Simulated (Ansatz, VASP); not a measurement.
**One calculation of BaS, two programs**

File INCAR:

```
ALGO     = Normal         # electronic algorithm
EDIFF    = 1E-6           # SCF threshold, eV
ENCUT    = 520            # plane-wave cutoff, eV
GGA      = PS             # functional
ISIF     = 2              # what is computed and relaxed
ISMEAR   = 0              # smearing method
LASPH    = T              # aspherical terms in the spheres
LCHARG   = F              # write CHGCAR
LREAL    = F              # projectors in reciprocal space
LWAVE    = F              # write WAVECAR
NBANDS   = 15             # bands
NELM     = 60             # most SCF steps
PREC     = Accurate       # precision mode
SIGMA    = 0.02           # smearing width, eV
```

File KPOINTS:

```
k-points
0
Gamma
  8 8 8
```

File POSCAR:

```
BaS
1.0
    0.0000000000      3.1937500000      3.1937500000
    3.1937500000      0.0000000000      3.1937500000
    3.1937500000      3.1937500000      0.0000000000
Ba S
1 1
Direct
    0.0234833659      0.0234833659     -0.0234833659
    0.5000000000      0.5000000000      0.5000000000
```

Input for Ansatz:

```yaml
crystal:
  lattice:
    - [0.0, 3.19375, 3.19375]
    - [3.19375, 0.0, 3.19375]
    - [3.19375, 3.19375, 0.0]
  atoms:
    - { symbol: Ba, position: [0.0234833659, 0.0234833659, -0.0234833659] }
    - { symbol: S, position: [0.5, 0.5, 0.5] }
basis:
  ecutwfc: 420
kpoints:
  mp_grid: { grid: [8, 8, 8] }
hamiltonian:
  xc: pbesol
scf:
  occupations: { method: gaussian, width: 0.02 }
output:
  forces: true
  stress: true
  eigenvalues: true
```

Change from the starting cell: one atom moved.

Alike in both runs: task single point; functional PBEsol; k mesh 8 × 8 × 8; occupations gaussian, width 0.02 eV; no spin polarisation.

|  | VASP | Ansatz |
| --- | --- | --- |
| version | VASP 6.6.1 | Ansatz 0.2.0 |
| potentials or method | VASP PAW PBE potentials, release 64 (Ba_sv, S), cutoff 520 eV | scalar-relativistic, plane waves, PAW |
| valence electrons in the cell | 16 | 16 |

|  | VASP | Ansatz | Ansatz less VASP |
| --- | --- | --- | --- |
| gap on the k mesh at the Fermi level (eV) | 2.02 | 2.12 | +0.097 |
| least direct gap on the mesh (eV) | 2.13 | 2.20 | +0.066 |
| pressure (GPa) | -0.3 | -0.9 | -0.63 |
| traceless stress, the component that is largest in VASP (GPa) | 0.70 | 0.63 | -0.062 |
| rms of the force components (eV/Å) | 0.187 | 0.169 | -0.0176 |

VASP's potentials were made for PBE, not for PBEsol. Atom by atom the forces differ by 0.018 eV/Å (rms over components).

Spin-orbit coupling is off throughout.
